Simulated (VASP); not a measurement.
A run of VASP 6.6.1 is set up as follows.

INCAR

```
PREC = Accurate
ENCUT = 520
EDIFF = 1E-6
ISMEAR = -1
SIGMA = 0.05
LREAL = False
LASPH = True
NELM = 100
ALGO = Normal
ISIF = 2
LWAVE = False
LCHARG = False
NBANDS = 11
```

File KPOINTS:

```
regular mesh
0
Gamma
  5 5 5
```

POSCAR

```
MgS
1.0
    0.0000000000      2.6016500000      2.6016500000
    2.6016500000      0.0000000000      2.6016500000
    2.6016500000      2.6016500000      0.0000000000
S Mg
1 1
Direct
    0.5000000000      0.5000000000      0.5000000000
    0.0000000000      0.0000000000      0.0000000000
```

Potentials or basis: VASP PAW LDA potentials, release 64 (S, Mg).

Command:

```bash
$ cat potpaw_LDA.64/S/POTCAR potpaw_LDA.64/Mg/POTCAR > POTCAR
$ mpirun -np 1 vasp_std > vasp.out
```

Problem. What does it give for the band gap on the k mesh?

Solution. 2.97 eV, indirect (least direct gap 3.49 eV).

Problem. Predict the pressure.

Solution. -3.8 GPa.

A k mesh can miss the band edges. As with any semilocal functional, this LDA gap is likely too small.
